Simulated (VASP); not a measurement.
# PbO2 (Plattnerite) (P4_2/mnm) in VASP: settings compared, part 2 of 2

VASP 6.6.1. The steps go on from the part before.

## Step 3: Single point, r2SCAN

This run uses another cell than the first one, of 14.12 Å³/atom, 0.952 times its volume.

The input, POSCAR:

```
PbO2
1.0
    4.9860762239      0.0000000000      0.0000000000
    0.0000000000      4.9860762239      0.0000000000
    0.0000000000      0.0000000000      3.4070786082
Pb O
2 4
Direct
    0.0000000000      0.0000000000      0.0000000000
    0.5000000000      0.5000000000      0.5000000000
    0.3072144720      0.3072144720      0.0000000000
    0.1927855280      0.8072144720      0.5000000000
    0.6927855280      0.6927855280      0.0000000000
    0.8072144720      0.1927855280      0.5000000000
```

The input, INCAR.step1:

```
SYSTEM = PbO2
PREC = Accurate ; ENCUT = 520
ISMEAR = -1 ; SIGMA = 0.1
LREAL = .False. ; LASPH = .True.
NELM = 60 ; NBANDS = 35
GGA = PE ; ALGO = Normal
EDIFF = 1E-4 ; LWAVE = .True.
LCHARG = .False.
```

The input, INCAR.step2:

```
SYSTEM = PbO2
PREC = Accurate ; ENCUT = 520
EDIFF = 1E-7 ; ISMEAR = -1
SIGMA = 0.1 ; LREAL = .False.
LASPH = .True. ; NELM = 60
ALGO = Normal ; ISIF = 2
LWAVE = .False. ; LCHARG = .False.
METAGGA = R2SCAN ; LMIXTAU = .True.
NBANDS = 35 ; ISTART = 1
```

The input, KPOINTS:

```
regular mesh
0
Gamma
  7 7 9
  0 0 0
```

Potentials or basis: VASP PAW PBE potentials, release 64 (Pb_d, O).

The run is started by

```console
$ cat potpaw_PBE.64/Pb_d/POTCAR potpaw_PBE.64/O/POTCAR > POTCAR
$ cp INCAR.step1 INCAR
$ mpirun -np 1 vasp_std > vasp.out
$ cp INCAR.step2 INCAR
$ mpirun -np 1 vasp_std > vasp.out
```

Wall time 4 min (1 thread of Intel Xeon 6975P-C (Granite Rapids), shared host); peak memory 0.28 GiB.

It converged, with:

| Property | Result |
| --- | --- |
| Free energy | -142.2657 eV |
| Pressure | 0.8 GPa |
| Largest force | 0.011 eV/Å |

Forces on the atoms (eV/Å):
```
Pb   0.000  0.000  0.000
Pb   0.000  0.000  0.000
O   -0.007 -0.007  0.000
O    0.007 -0.007  0.000
O    0.007  0.007  0.000
O   -0.007  0.007  0.000
```

Stress tensor (GPa, compression positive):
```
0.68 0.00 0.00
0.00 0.68 0.00
0.00 0.00 1.02
```

Levels at points of the mesh, in eV from the Fermi level:
```csv
k point,band 23,band 24,band 25,band 26,band 27,band 28,band 29,band 30
"(0.00, 0.00, 0.00)",-0.82,-0.76,-0.76,-0.70,-0.16,4.57,6.35,6.35
```

Caveat: the PAW data sets were made with another functional, which shifts forces and pressure a little; spin-orbit coupling is left out, which moves the levels of the heavy elements.

## Step 4: Single point, r2SCAN

This run uses another cell than the first one, of 13.27 Å³/atom, 0.895 times its volume.

The input, POSCAR:

```
PbO2
1.0
    4.8842910100      0.0000000000      0.0000000000
    0.0000000000      4.8842910100      0.0000000000
    0.0000000000      0.0000000000      3.3375268800
Pb O
2 4
Direct
    0.0000000000      0.0000000000      0.0000000000
    0.5000000000      0.5000000000      0.5000000000
    0.3060432939      0.3060432939      0.0000000000
    0.1939567061      0.8060432939      0.5000000000
    0.6939567061      0.6939567061      0.0000000000
    0.8060432939      0.1939567061      0.5000000000
```

The input, INCAR.step1:

```
SYSTEM = PbO2
PREC = Accurate
ENCUT = 520
ISMEAR = -1
SIGMA = 0.1
LREAL = .False.
LASPH = .True.
NELM = 100
NBANDS = 35
GGA = PE
ALGO = Normal
EDIFF = 1E-4
LWAVE = .True.
LCHARG = .False.
```

The input, INCAR.step2:

```
SYSTEM = PbO2
PREC = Accurate
ENCUT = 520
EDIFF = 1E-6
ISMEAR = -1
SIGMA = 0.1
LREAL = .False.
LASPH = .True.
NELM = 100
ALGO = Normal
ISIF = 2
LWAVE = .False.
LCHARG = .True.
METAGGA = R2SCAN
LMIXTAU = .True.
LELF = .True.
LVHAR = .True.
NBANDS = 35
ISTART = 1
```

The input, KPOINTS:

```
regular mesh
0
Gamma
  7 7 10
  0 0 0
```

Potentials or basis: VASP PAW PBE potentials, release 64 (Pb_d, O).

The run is started by

```console
$ cat potpaw_PBE.64/Pb_d/POTCAR potpaw_PBE.64/O/POTCAR > POTCAR
$ cp INCAR.step1 INCAR
$ mpirun -np 1 vasp_std > vasp.out
$ cp INCAR.step2 INCAR
$ mpirun -np 1 vasp_std > vasp.out
```

OUTCAR:

```text
SYSTEM = PbO2
   PREC = Accurate
   ENCUT = 520
   EDIFF = 1E-6
   ISMEAR = -1
   LREAL = .False.
   LASPH = .True.
   NELM = 100
   ISIF = 2
   METAGGA = R2SCAN
   ISTART = 1

 ion  position               nearest neighbor table
   1  0.000  0.000  0.000-   3 2.11   5 2.11   4 2.14   6 2.14   4 2.14   6 2.14   2 3.84   2 3.84
                             2 3.84   2 3.84   2 3.84   2 3.84   2 3.84   2 3.84
   2  0.500  0.500  0.500-   4 2.11   6 2.11   5 2.14   3 2.14   3 2.14   5 2.14   1 3.84   1 3.84
                             1 3.84   1 3.84   1 3.84   1 3.84   1 3.84   1 3.84
   3  0.306  0.306  0.000-   1 2.11   2 2.14   2 2.14
   4  0.194  0.806  0.500-   2 2.11   1 2.14   1 2.14
   5  0.694  0.694  0.000-   1 2.11   2 2.14   2 2.14
   6  0.806  0.194  0.500-   2 2.11   1 2.14   1 2.14

  LATTYP: Found a simple tetragonal cell.
 ALAT       =     4.8842910100
 C/A-ratio  =     0.6833185969

  Lattice vectors:

 A1 = (   4.8842910100,   0.0000000000,   0.0000000000)
 A2 = (   0.0000000000,   4.8842910100,   0.0000000000)
 A3 = (   0.0000000000,   0.0000000000,   3.3375268800)

Analysis of symmetry for initial positions (statically):
=====================================================================
[... 180 lines left out ...]

 E-fermi :   4.8128     XC(G=0): -11.7088

 val. band max:        4.5203754493   @ k =   0.0000   0.0000   0.0000
 cond. band min:       4.9452850789   @ k =   0.1429   0.0000   0.0000
 fundamental gap:      0.4249096297
 Fermi energy:         4.8127991524

 k-point     1 :       0.0000    0.0000    0.0000
  band No.  band energies     occupation
      1     -15.0820      2.00000
      2     -14.8451      2.00000
      3     -13.1952      2.00000
      4     -13.1952      2.00000
      5     -11.5193      2.00000
      6     -11.2007      2.00000
[... 901 lines left out ...]
     34      17.4005      0.00000
     35      17.8961      0.00000

 [... further k-points ...]
[... 5 lines left out ...]
  --------------------------------------------------------------------------------------
  -------------------------------------------------------------------------------------
  Total        5.2261422      5.2261422      6.8845950      0.0000000      0.0000000      0.0000000
  in kB      105.1632434    105.1632434    138.5355216      0.0000000      0.0000000      0.0000000
  external PRESSURE =     116.2873361 kB  Pullay stress =       0.0000000 kB

 VOLUME and BASIS-vectors are now :
 -----------------------------------------------------------------------------
  energy-cutoff  :      520.00
  volume of cell :       79.62
      direct lattice vectors                 reciprocal lattice vectors
     4.884291010  0.000000000  0.000000000     0.204738006  0.000000000  0.000000000
     0.000000000  4.884291010  0.000000000     0.000000000  0.204738006  0.000000000
     0.000000000  0.000000000  3.337526880     0.000000000  0.000000000  0.299623055

 POSITION                                       TOTAL-FORCE (eV/Angst)
 -----------------------------------------------------------------------------------
      0.00000      0.00000      0.00000         0.000000      0.000000     -0.000000
      2.44215      2.44215      1.66876         0.000000      0.000000     -0.000000
      1.49480      1.49480      0.00000        -0.011275     -0.011275      0.000000
      0.94734      3.93695      1.66876         0.011275     -0.011275     -0.000000
      3.38949      3.38949      0.00000         0.011275      0.011275     -0.000000
      3.93695      0.94734      1.66876        -0.011275      0.011275     -0.000000
 -----------------------------------------------------------------------------------
    total drift:                               -0.000000      0.000000     -0.000000

  FREE ENERGIE OF THE ION-ELECTRON SYSTEM (eV)
  ---------------------------------------------------
  free  energy   TOTEN  =      -142.0719522286 eV

  energy  without entropy=     -142.0660093788  energy(sigma->0) =     -142.06898080
```

OSZICAR.step1:

```text
N       E                     dE             d eps       ncg     rms          rms(c)
DAV:   1     0.693406086437E+03    0.69341E+03   -0.25895E+04  4208   0.184E+03
DAV:   2     0.584960913016E+02   -0.63491E+03   -0.60364E+03  4561   0.510E+02
DAV:   3    -0.327020300265E+02   -0.91198E+02   -0.88628E+02  4977   0.210E+02
DAV:   4    -0.372259954537E+02   -0.45240E+01   -0.44815E+01  5365   0.489E+01
DAV:   5    -0.373839665990E+02   -0.15797E+00   -0.15770E+00  5514   0.943E+00    0.144E+01
DAV:   6    -0.313693016303E+02    0.60147E+01   -0.17636E+01  6373   0.536E+01    0.425E+00
DAV:   7    -0.314397741961E+02   -0.70473E-01   -0.17610E+00  4657   0.914E+00    0.276E+00
DAV:   8    -0.314343623520E+02    0.54118E-02   -0.33617E-01  6688   0.648E+00    0.113E+00
DAV:   9    -0.314076614975E+02    0.26701E-01   -0.78165E-02  6510   0.410E+00    0.119E-01
DAV:  10    -0.314090454759E+02   -0.13840E-02   -0.91179E-03  4673   0.533E-01    0.122E-01
DAV:  11    -0.314090367532E+02    0.87227E-05   -0.35394E-04  5004   0.217E-01
   1 F= -.31409037E+02 E0= -.31403479E+02  d E =-.111153E-01
```

It took 3.5 min on 1 thread of Intel Xeon 6975P-C (Granite Rapids), shared host; peak memory 0.28 GiB.

What came out:

```yaml
Free_energy: -142.0720 eV
Pressure: 11.6 GPa
Largest_force: 0.016 eV/Å
```

Forces in eV/Å, atoms in the order of the input:
```
Pb   0.000  0.000  0.000
Pb   0.000  0.000  0.000
O   -0.011 -0.011  0.000
O    0.011 -0.011  0.000
O    0.011  0.011  0.000
O   -0.011  0.011  0.000
```

Stress tensor (GPa, compression positive):
```
10.52  0.00  0.00
 0.00 10.52  0.00
 0.00  0.00 13.85
```

Levels at points of the mesh, in eV from the Fermi level:
| k point | band 24 | band 25 | band 26 | band 27 | band 28 | band 29 |
| --- | --- | --- | --- | --- | --- | --- |
| (0.00, 0.00, 0.00) | -0.80 | -0.80 | -0.51 | -0.29 | 5.11 | 6.52 |
| (0.00, 0.00, 0.50) | -1.64 | -1.23 | -1.23 | 4.53 | 4.53 | 9.76 |

Caveat: the PAW data sets were made with another functional, which shifts forces and pressure a little; spin-orbit coupling is left out, which moves the levels of the heavy elements.

## Step 5: Summary

```tsv
level	cell	k mesh	pressure (GPa)	largest force (eV/Å)
PBE	a = 5.080, b = 5.080, c = 3.447 Å, 6 atoms	7 × 7 × 9	0.2	0.01
r2SCAN	a = 4.986, b = 4.986, c = 3.407 Å, 6 atoms	7 × 7 × 9	0.8	0.01
r2SCAN	a = 4.884, b = 4.884, c = 3.338 Å, 6 atoms	7 × 7 × 10	11.6	0.02
```

Alike in all rows: task single point; potentials or basis VASP PAW PBE potentials, release 64 (Pb_d, O); no spin polarisation; cutoff (eV) 520; smearing fermi-dirac 0.1 eV.

Caveats: spin-orbit coupling is left out, which moves the levels of the heavy elements; the PAW data sets were made with another functional, which shifts forces and pressure a little (some runs).

Total energies depend on the potentials used, so only differences within one code and one set of settings carry meaning.
